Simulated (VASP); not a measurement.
Here is a VASP 6.6.1 calculation.

INCAR

```
PREC = Accurate
ENCUT = 520
EDIFF = 1E-6
ISMEAR = 0
SIGMA = 0.02
LREAL = Auto
LASPH = True
NELM = 60
ALGO = Normal
ISIF = 2
LWAVE = False
LCHARG = True
LELF = True
LVHAR = True
NBANDS = 82
```

File KPOINTS:

```
Automatic mesh
0
Gamma
  4 4 4
```

File POSCAR:

```
SiO2
1.0
    4.5073554177     -5.1686495562      0.0000000000
    4.5073554177      5.1686495562      0.0000000000
    0.0000000000      0.0000000000      9.0199557293
Si O
8 16
Direct
    0.3077229274      0.0421504773      0.9107588321
    0.4578495227      0.1922770726      0.5892411679
    0.0421504773      0.3077229274      0.0892411679
    0.1922770726      0.4578495227      0.4107588321
    0.9578495227      0.6922770726      0.9107588321
    0.6922770726      0.9578495227      0.0892411679
    0.8077229274      0.5421504773      0.5892411679
    0.5421504773      0.8077229274      0.4107588321
    0.7995459169      0.7995459169      0.0000000000
    0.6291429615      0.8708570385      0.2500000000
    0.7004540831      0.7004540831      0.5000000000
    0.3398697450      0.6601302550      0.3923075107
    0.1291429615      0.3708570385      0.2500000000
    0.8708570385      0.6291429615      0.7500000000
    0.2004540831      0.2004540831      0.0000000000
    0.3708570385      0.1291429615      0.7500000000
    0.0000000000      0.5000000000      0.0000000000
    0.1601302550      0.8398697450      0.8923075107
    0.6601302550      0.3398697450      0.6076924893
    0.8398697450      0.1601302550      0.1076924893
    0.2995459169      0.2995459169      0.5000000000
    0.5000000000      0.0000000000      0.0000000000
    0.0000000000      0.5000000000      0.5000000000
    0.5000000000      0.0000000000      0.5000000000
```

Potentials or basis: VASP PAW LDA potentials, release 64 (Si, O).

Command:

```console
$ cat potpaw_LDA.64/Si/POTCAR potpaw_LDA.64/O/POTCAR > POTCAR
$ mpirun -np 1 vasp_std > vasp.out
```

Q: Estimate the band gap on the k mesh.

A: 5.33 eV.

Q: Estimate the largest force.

A: 0.024 eV/Å.

Q: What does it give for the pressure?

A: -1.7 GPa.

Forces on the atoms (eV/Å):
```
Si   0.019 -0.012 -0.009
Si  -0.019 -0.012  0.009
Si   0.019  0.012  0.009
Si  -0.019  0.012 -0.009
Si  -0.019 -0.012 -0.009
Si  -0.019  0.012  0.009
Si   0.019 -0.012  0.009
Si   0.019  0.012 -0.009
O   -0.001  0.000  0.000
O    0.000 -0.004  0.000
O    0.001  0.000  0.000
O    0.000  0.007 -0.004
O    0.000 -0.004  0.000
O    0.000  0.004  0.000
O    0.001  0.000  0.000
O    0.000  0.004  0.000
O    0.000  0.000  0.000
O    0.000 -0.007 -0.004
O    0.000 -0.007  0.004
O    0.000  0.007  0.004
O   -0.001  0.000  0.000
O    0.000  0.000  0.000
O    0.000  0.000  0.000
O    0.000  0.000  0.000
```

A k mesh can miss the band edges.
